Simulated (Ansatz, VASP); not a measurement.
# ScCu: VASP beside Ansatz

```
CELL_PARAMETERS angstrom
3.25600 0.00000 0.00000
0.00000 3.25600 0.00000
0.00000 0.00000 3.25600
ATOMIC_POSITIONS crystal
Sc 0.50000 0.50000 0.50000
Cu 0.00000 0.00000 0.00000
```

Alike in both runs: task single point; functional PBEsol; k mesh 11 × 11 × 11; occupations fermi-dirac, width 0.05 eV; no spin polarisation.

|  | VASP | Ansatz |
| --- | --- | --- |
| version | VASP 6.6.1 | Ansatz 0.2.0 |
| potentials or method | VASP PAW PBE potentials, release 64 (Sc_sv, Cu), cutoff 520 eV | all-electron LAPW, scalar-relativistic |

Ansatz gave:

- pressure (GPa): -3.9

**Question.** Estimate VASP's values.

**Answer.** Pressure (GPa): -3.5.

VASP's potentials were made for PBE, not for PBEsol. Ansatz ran all-electron here, and VASP with PAW potentials.
